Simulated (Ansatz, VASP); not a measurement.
## SnSe: VASP beside Ansatz

```xyz
4
Lattice="4.0642 0.0000 0.0000 0.0000 4.0642 0.0000 0.0000 0.0000 10.8149" Properties=species:S:1:pos:R:3 pbc="T T T"
Sn    2.0321    0.0000    4.0898
Sn    0.0000    2.0321    6.7251
Se    2.0321    0.0000    6.7245
Se    0.0000    2.0321    4.0904
```

Change from the starting cell: strain -0.030 along x and y, -0.015 along z, atoms carried along.

Alike in both runs: task single point; functional LDA; k mesh 6 × 6 × 4; occupations gaussian, width 0.05 eV; no spin polarisation.

```csv
,VASP,Ansatz
version,VASP 6.6.1,Ansatz 0.2.0
potentials or method,"VASP PAW LDA potentials, release 64 (Sn_d, Se), cutoff 520 eV","scalar-relativistic, plane waves, PAW"
valence electrons in the cell,40,60
```

VASP gave:

- gap on the k mesh at the Fermi level (eV): 1.20
- least direct gap on the mesh (eV): 1.45
- rms of the force components (eV/Å): 0.226

Question: Which values does Ansatz return?

Answer: gap on the k mesh at the Fermi level (eV): 1.23; least direct gap on the mesh (eV): 1.47; rms of the force components (eV/Å): 0.210.

LDA's correlation is that of Perdew and Zunger in VASP and of Perdew and Wang (1992) in Ansatz. Atom by atom the forces differ by 0.016 eV/Å (rms over components). VASP's potentials hold 40 valence electrons a cell and Ansatz's 60, so a difference there can come from the potentials and not from the codes.
